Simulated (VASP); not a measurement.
Here is a VASP 6.6.1 calculation.

Contents of INCAR:

```
SYSTEM = TiAl3
PREC = Accurate ; ENCUT = 520
EDIFF = 1E-6 ; ISMEAR = 0
SIGMA = 0.15 ; LREAL = .False.
LASPH = .True. ; NELM = 60
ALGO = Fast ; ISIF = 2
LWAVE = .False. ; LCHARG = .False.
GGA = PS ; NBANDS = 18
```

Contents of KPOINTS:

```
regular mesh
0
Gamma
  18 18 18
  0 0 0
```

POSCAR

```
TiAl3
1.0
   -1.9077740733      1.9459295548      4.2769968076
    1.9077740733     -1.9459295548      4.2769968076
    1.9077740733      1.9459295548     -4.2769968076
Ti Al
1 3
Direct
    0.0000000000      0.0000000000      0.0000000000
    0.5000000000      0.5000000000      0.0000000000
    0.7500000000      0.2500000000      0.5000000000
    0.2500000000      0.7500000000      0.5000000000
```

Potentials or basis: VASP PAW PBE potentials, release 64 (Ti_sv, Al).

Command:

```sh
$ cat potpaw_PBE.64/Ti_sv/POTCAR potpaw_PBE.64/Al/POTCAR > POTCAR
$ mpirun -np 1 vasp_std > vasp.out
```

**Question.** What does it give for the pressure?

**Answer.** -2.1 GPa.

**Question.** Estimate the band gap on the k mesh.

**Answer.** Zero (an odd number of electrons rules out a gap without spin polarisation).

Stress tensor (GPa, compression positive):
```
-1.54  0.00  0.00
 0.00 -3.77  0.00
 0.00  0.00 -0.87
```

Caveat: the cell differs from its parent crystal (strain +0.0200 x Voigt [0, 1, 0, 0, 0, 0]); the PAW data sets were made with another functional, which shifts forces and pressure a little.
